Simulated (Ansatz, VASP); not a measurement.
# One calculation of HfN, two programs

```
Hf N
1.0
     0.00000    2.32829    2.32829
     2.32829    0.00000    2.32829
     2.32829    2.32829    0.00000
Hf N
1 1
Direct
  0.00000 0.00000 0.00000
  0.25000 0.25000 0.25000
```

Change from the starting cell: volume scaled by 0.85, LAPW.

Alike in both runs: task single point; functional PBE; k mesh 14 × 14 × 14; occupations fermi-dirac, width 0.08 eV; no spin polarisation.

```csv
,VASP,Ansatz
version,VASP 6.6.1,Ansatz 0.2.0
potentials or method,"VASP PAW PBE potentials, release 64 (Hf_pv, N), cutoff 520 eV","all-electron LAPW, scalar-relativistic"
```

Ansatz gave:

| Property | Result |
| --- | --- |
| pressure (GPa) | 42.9 |

Q: Estimate VASP's values.

A: Pressure (GPa): 42.4.

Both programs put the cell under a high pressure, so it lies far from rest at this level. Ansatz ran all-electron here, and VASP with PAW potentials.

Neither program's run includes spin-orbit coupling.
